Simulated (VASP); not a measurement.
# CdTe (I-4m2) in VASP: further runs

CdTe is run at these levels: LDA; tasks: single point.

Everything below comes from runs of VASP 6.6.1. Logs are shortened: lines on timing, memory, paths and dates and some standing lists are left out, and cuts for length are marked.

### Step 1. The cell of the first run

The structure is tetragonal, space group I-4m2 (No. 119). The conventional cell has a = 4.487 Å, b = 4.487 Å, c = 6.499 Å, α = 90.00°, β = 90.00°, γ = 90.00°. Cd (site symmetry -4m2) has 4 Te at 2.77 Å within 3.7 Å. Within 3.7 Å of Te (site symmetry -4m2) lie 4 Cd at 2.77 Å.

### Step 2. Single point, LDA (film at in-plane strain -0.01)

The input, INCAR:

```
  PREC = Accurate
  ENCUT = 520
  EDIFF = 1E-7
  ISMEAR = 0
  SIGMA = 0.01
  LREAL = False
  LASPH = True
  NELM = 80
  ALGO = Normal
  ISIF = 2
  LWAVE = False
  LCHARG = True
  LELF = True
  LVHAR = True
  NBANDS = 16
```

The input, KPOINTS:

```
regular mesh
0
Gamma
  6 6 6
```

The input, POSCAR:

```
CdTe
1.0
    3.1729500000      3.1729500000      0.0000000000
   -3.1729500000      3.1729500000      0.0000000000
    0.0000000000      3.1729500000      3.2494614741
Cd Te
1 1
Direct
    0.0000000000      0.0000000000      0.0000000000
    0.7500000000      0.2500000000      0.5000000000
```

Potentials or basis: VASP PAW LDA potentials, release 64 (Cd, Te).

The run is started by

```
cat potpaw_LDA.64/Cd/POTCAR potpaw_LDA.64/Te/POTCAR > POTCAR
mpirun -np 1 vasp_std > vasp.out
```

OUTCAR:

```text
PREC = Accurate
   ENCUT = 520
   EDIFF = 1E-7
   ISMEAR = 0
   LREAL = False
   LASPH = True
   NELM = 80
   ISIF = 2

 ion  position               nearest neighbor table
   1  0.000  0.000  0.000-   2 2.77   2 2.77   2 2.77   2 2.77
   2  0.750  0.250  0.500-   1 2.77   1 2.77   1 2.77   1 2.77

  LATTYP: Found a body centered tetragonal cell.
 ALAT       =     4.4872289227
 C/A-ratio  =     1.4483154437

  Lattice vectors:

 A1 = (   3.1729500000,   0.0000000000,  -3.2494614741)
 A2 = (  -3.1729500000,   0.0000000000,  -3.2494614741)
 A3 = (   0.0000000000,   3.1729500000,   3.2494614741)

Analysis of symmetry for initial positions (statically):
=====================================================================
 Subroutine PRICEL returns:
 Original cell was already a primitive cell.

 Routine SETGRP: Setting up the symmetry group for a
 body centered tetragonal supercell.

 Subroutine GETGRP returns: Found  8 space group operations
 (whereof  8 operations were pure point group operations)
 out of a pool of 16 trial point group operations.

The static configuration has the point symmetry D_2d.

Analysis of symmetry for dynamics (positions and initial velocities):
=====================================================================
 Subroutine PRICEL returns:
 Original cell was already a primitive cell.

 Routine SETGRP: Setting up the symmetry group for a
 body centered tetragonal supercell.

 Subroutine GETGRP returns: Found  8 space group operations
 (whereof  8 operations were pure point group operations)
 out of a pool of 16 trial point group operations.

The dynamic configuration has the point symmetry D_2d.

 Subroutine INISYM returns: Found  8 space group operations
 (whereof  8 operations are pure point group operations),
 and found     1 'primitive' translations

----------------------------------------------------------------------------------------

                                     Primitive cell

  volume of cell :      65.4286

  direct lattice vectors                    reciprocal lattice vectors
     3.172950000  3.172950000  0.000000000     0.157582061  0.157582061 -0.153871650
    -3.172950000  3.172950000  0.000000000    -0.157582061  0.157582061 -0.153871650
     0.000000000  3.172950000  3.249461474     0.000000000  0.000000000  0.307743301

  length of vectors
     4.487228923  4.487228923  4.541652956     0.270814875  0.270814875  0.307743301

  position of ions in fractional coordinates (direct lattice)
     0.000000000  0.000000000  0.000000000
     0.750000000  0.250000000  0.500000000

  ion indices of the primitive-cell ions
   primitive index   ion index
                 1           1
                 2           2

----------------------------------------------------------------------------------------

 KPOINTS: regular mesh

Automatic generation of k-mesh.
 Grid dimensions read from file:
 generate k-points for:    6    6    6

 Generating k-lattice:

  Cartesian coordinates                     Fractional coordinates (reciprocal lattice)
     0.026263677  0.026263677 -0.025645275     0.166666667  0.000000000  0.000000000
    -0.026263677  0.026263677 -0.025645275     0.000000000  0.166666667  0.000000000
     0.000000000  0.000000000  0.051290550     0.000000000  0.000000000  0.166666667

  Length of vectors
     0.045135813  0.045135813  0.051290550

  Shift w.r.t. Gamma in fractional coordinates (k-lattice)
     0.000000000  0.000000000  0.000000000

 Subroutine IBZKPT returns following result:
 ===========================================

 Found     30 irreducible k-points:

 Following reciprocal coordinates:
            Coordinates               Weight
  0.000000  0.000000  0.000000      1.000000
  0.166667  0.000000  0.000000      8.000000
  0.333333  0.000000  0.000000      8.000000
  0.500000  0.000000  0.000000      4.000000
  0.166667  0.166667  0.000000      8.000000
  0.333333  0.166667  0.000000     16.000000
[... 16 lines left out ...]
 -0.333333 -0.333333  0.166667      4.000000
 -0.166667 -0.333333  0.166667     16.000000
 [... further k-points ...]
   k-points           NKPTS =     30   k-points in BZ     NKDIM =     30   number of bands    NBANDS=     16
   number of dos      NEDOS =    301   number of ions     NIONS =      2
   total plane-waves  NPLWV =  46656
   dimension x,y,z NGX =    36 NGY =   36 NGZ =   36
   dimension x,y,z NGXF=    72 NGYF=   72 NGZF=   72
   ions per type =               1   1
   NGX,Y,Z   is equivalent  to a cutoff of  13.34, 13.34, 13.18 a.u.
   NGXF,Y,Z  is equivalent  to a cutoff of  26.68, 26.68, 26.36 a.u.
 SYSTEM =  unknown system
   PREC   = accura    normal or accurate (medium, high low for compatibility)
   ISTART =      0    job   : 0-new  1-cont  2-samecut
   ICHARG =      2    charge: 1-file 2-atom 10-const
   ISPIN  =      1    spin polarized calculation?
   LNONCOLLINEAR =      F non collinear calculations
   LSORBIT =      F    spin-orbit coupling
   LASPH  =      T    aspherical Exc in radial PAW
   ENCUT  =  520.0 eV  38.22 Ry    6.18 a.u.   8.34  8.34  8.44*2*pi/ulx,y,z
   NELM   =     80;   NELMIN=  2; NELMDL= -5     # of ELM steps
   EDIFF  = 0.1E-06   stopping-criterion for ELM
   LREAL  =      F    real-space projection
   EDIFFG = 0.1E-05   stopping-criterion for IOM
   NSW    =      0    number of steps for IOM
   IBRION =     -1    ionic relax: 0-MD 1-quasi-New 2-CG
   NFREE  =      0    steps in history (QN), initial steepest desc. (CG)
   ISIF   =      2    stress and relaxation
   ISYM   =      2    0-nonsym 1-usesym 2-fastsym
   POTIM  = 0.5000    time-step for ionic-motion
   TEBEG  =    0.0;   TEEND  =   0.0 temperature during run
   PSTRESS=    0.0 pullay stress
   NELECT =      18.0000    total number of electrons
   NUPDOWN=      -1.0000    fix difference up-down
   EMIN   =  10.00;   EMAX   =-10.00  energy-range for DOS
   EFERMI =   0.00;   METHOD = LEGACY
   ISMEAR =     0;   SIGMA  =   0.01  broadening in eV -4-tet -1-fermi 0-gaus
   EFERMI_NEDOS =   21; number of points for ismear=-14 and -15
   IALGO  =     38    algorithm
   IMIX   =      4    mixing-type and parameters
     AMIX     =   0.40;   BMIX     =  1.00
     AMIX_MAG =   1.60;   BMIX_MAG =  1.00
  volume/ion in A,a.u.               =      32.71       220.77
  Fermi-wavevector in a.u.,A,eV,Ry     =   1.064739  2.012064 15.424497  1.133669
  Thomas-Fermi vector in A             =   2.200267
   LORBIT       =      0    0 simple, 1 ext, 2 COOP (PROOUT), +10 PAW based schemes
   GGA     = CA    functional components
   LHFCALC =     F    Hartree Fock is set to
   AEXX    =    0.0000 exact exchange contribution
   IVDW    =     0    specifies the selected vdW correction
   LEPSILON=     F    determine dielectric tensor
   LRPA    =     F    only Hartree local field effects (RPA)
 non-spin polarized calculation
 Gauss-broadening in eV      SIGMA  =   0.01
  energy-cutoff  :      520.00
  volume of cell :       65.43
 maximum number of plane-waves:      1793
 NGX is ok and might be reduce to    36
   NGX = 17   NGY = 17   NGZ = 17

 number of electron      17.9999997 magnetization

 Free energy of the ion-electron system (eV)
  ---------------------------------------------------
  ext. energy  EPLUGINS =         0.00000000
  ---------------------------------------------------
  free energy    TOTEN  =        -6.04175311 eV

  energy without entropy =       -6.04175311  energy(sigma->0) =       -6.04175311

 E-fermi :   2.6096     XC(G=0):  -9.1166

 val. band max:        2.5592427928   @ k =   0.0000   0.0000   0.0000
 cond. band min:       3.1991512005   @ k =   0.0000   0.0000   0.0000
 fundamental gap:      0.6399084077
 Fermi energy:         2.6096162211

 k-point     1 :       0.0000    0.0000    0.0000
  band No.  band energies     occupation
      1      -8.9414      2.00000
      2      -5.9138      2.00000
      3      -5.9080      2.00000
      4      -5.9080      2.00000
      5      -5.6193      2.00000
      6      -5.6132      2.00000
[... 8 lines left out ...]
     15      11.7455      0.00000
     16      12.1046      0.00000

 k-point     2 :       0.1667    0.0000    0.0000
  band No.  band energies     occupation
      1      -8.8306      2.00000
      2      -5.8911      2.00000
      3      -5.8868      2.00000
      4      -5.8251      2.00000
      5      -5.6198      2.00000
      6      -5.6157      2.00000
[... 8 lines left out ...]
     15      10.9324      0.00000
     16      11.0476      0.00000

 k-point     3 :       0.3333    0.0000    0.0000
  band No.  band energies     occupation
      1      -8.6077      2.00000
      2      -5.8557      2.00000
      3      -5.8499      2.00000
      4      -5.6145      2.00000
      5      -5.6138      2.00000
      6      -5.5237      2.00000
[... 8 lines left out ...]
     15      11.3716      0.00000
     16      11.4033      0.00000

 k-point     4 :       0.5000    0.0000    0.0000
  band No.  band energies     occupation
      1      -8.4981      2.00000
      2      -5.8425      2.00000
      3      -5.8353      2.00000
      4      -5.6083      2.00000
      5      -5.6051      2.00000
      6      -5.2381      2.00000
[... 8 lines left out ...]
     15      12.7650      0.00000
     16      12.9111      0.00000
[... 324 lines left out ...]
 k-point    22 :      -0.1667    0.5000    0.1667
  band No.  band energies     occupation
      1      -8.4651      2.00000
      2      -5.7998      2.00000
      3      -5.7979      2.00000
      4      -5.6691      2.00000
      5      -5.6027      2.00000
      6      -5.2774      2.00000
[... 8 lines left out ...]
     15      12.9460      0.00000
     16      13.8689      0.00000

 k-point    23 :      -0.3333   -0.3333    0.1667
  band No.  band energies     occupation
      1      -8.3638      2.00000
      2      -5.7704      2.00000
      3      -5.7536      2.00000
      4      -5.6759      2.00000
      5      -5.6014      2.00000
      6      -5.0085      2.00000
[... 8 lines left out ...]
     15      13.4757      0.00000
     16      13.8204      0.00000

 k-point    24 :      -0.1667   -0.3333    0.1667
  band No.  band energies     occupation
      1      -8.3996      2.00000
      2      -5.7948      2.00000
      3      -5.7779      2.00000
      4      -5.6453      2.00000
      5      -5.6137      2.00000
      6      -5.0717      2.00000
[... 8 lines left out ...]
     15      12.9540      0.00000
     16      13.6945      0.00000

 [... further k-points ...]
[... 5 lines left out ...]
  --------------------------------------------------------------------------------------
  -------------------------------------------------------------------------------------
  Total        0.2862103      0.2862103      0.1015748      0.0000000      0.0000000      0.0000000
  in kB        7.0085474      7.0085474      2.4873032      0.0000000      0.0000000      0.0000000
  external PRESSURE =       5.5014660 kB  Pullay stress =       0.0000000 kB

 VOLUME and BASIS-vectors are now :
 -----------------------------------------------------------------------------
  energy-cutoff  :      520.00
  volume of cell :       65.43
      direct lattice vectors                 reciprocal lattice vectors
     3.172950000  3.172950000  0.000000000     0.157582061  0.157582061 -0.153871650
    -3.172950000  3.172950000  0.000000000    -0.157582061  0.157582061 -0.153871650
     0.000000000  3.172950000  3.249461474     0.000000000  0.000000000  0.307743301

 POSITION                                       TOTAL-FORCE (eV/Angst)
 -----------------------------------------------------------------------------------
      0.00000      0.00000      0.00000         0.000000      0.000000      0.000000
      1.58648      4.75943      1.62473        -0.000000     -0.000000      0.000000
 -----------------------------------------------------------------------------------
    total drift:                                0.000000     -0.000000      0.000000

  FREE ENERGIE OF THE ION-ELECTRON SYSTEM (eV)
  ---------------------------------------------------
  free  energy   TOTEN  =        -6.0417531092 eV

  energy  without entropy=       -6.0417531092  energy(sigma->0) =       -6.04175311
```

Run time: 26 s. Hardware: 1 thread of Intel Xeon 6975P-C, shared host; peak memory 0.19 GiB.

Results:

```yaml
Free_energy: -6.0418 eV
Pressure: 0.6 GPa
Band_gap_on_the_k_mesh: 0.64 eV, direct
```

Caveat: the cell differs from its parent crystal (film at in-plane strain -0.01); spin-orbit coupling is left out, which moves the levels of the heavy elements.

### Step 3. Single point, LDA (in-plane strain -0.005, then relaxed in part)

The input, INCAR:

```
PREC = Accurate ; ENCUT = 520
EDIFF = 1E-6 ; ISMEAR = 0
SIGMA = 0.01 ; LREAL = F
LASPH = T ; NELM = 100
ALGO = Normal ; ISIF = 2
LWAVE = F ; LCHARG = F
NBANDS = 16
```

The input, KPOINTS:

```
Automatic mesh
0
Gamma
  6 6 6
```

The input, POSCAR:

```
CdTe
1.0
    3.1889750000      3.1889750000      0.0000000000
   -3.1889750000      3.1889750000      0.0000000000
    0.0000000000      3.1889750000      3.2267521745
Cd Te
1 1
Direct
    0.0000000000      0.0000000000      0.0000000000
    0.7500000000      0.2500000000      0.5000000000
```

Potentials or basis: VASP PAW LDA potentials, release 64 (Cd, Te).

The run is started by

```
cat potpaw_LDA.64/Cd/POTCAR potpaw_LDA.64/Te/POTCAR > POTCAR
mpirun -np 1 vasp_std > vasp.out
```

Wall time 25 s (1 thread of Intel Xeon 6975P-C, shared host); peak memory 0.19 GiB.

It converged, with:

```yaml
Free_energy: -6.0435 eV
Pressure: 0.4 GPa
Band_gap_on_the_k_mesh: 0.65 eV, direct
```

Stress tensor (GPa, compression positive):
```
0.49 0.00 0.00
0.00 0.49 0.00
0.00 0.00 0.27
```

Levels at points of the mesh, in eV from the valence-band top:
| k point | band 7 | band 8 | band 9 | band 10 | band 11 | band 12 |
| --- | --- | --- | --- | --- | --- | --- |
| (0.00, 0.00, 0.00) | -0.04 | 0.00 | 0.00 | 0.65 | 4.46 | 4.46 |
| (0.50, 0.00, 0.00) | -4.73 | -0.89 | -0.83 | 1.68 | 5.03 | 5.10 |
| (0.50, 0.50, 0.00) | -4.55 | -2.06 | -2.04 | 2.33 | 2.49 | 8.85 |
| (0.00, 0.00, 0.50) | -4.61 | -2.00 | -2.00 | 2.38 | 2.59 | 8.77 |

Caveat: the cell differs from its parent crystal (in-plane strain -0.005, then relaxed in part); spin-orbit coupling is left out, which moves the levels of the heavy elements.

(Continued in part 2 of 2.)
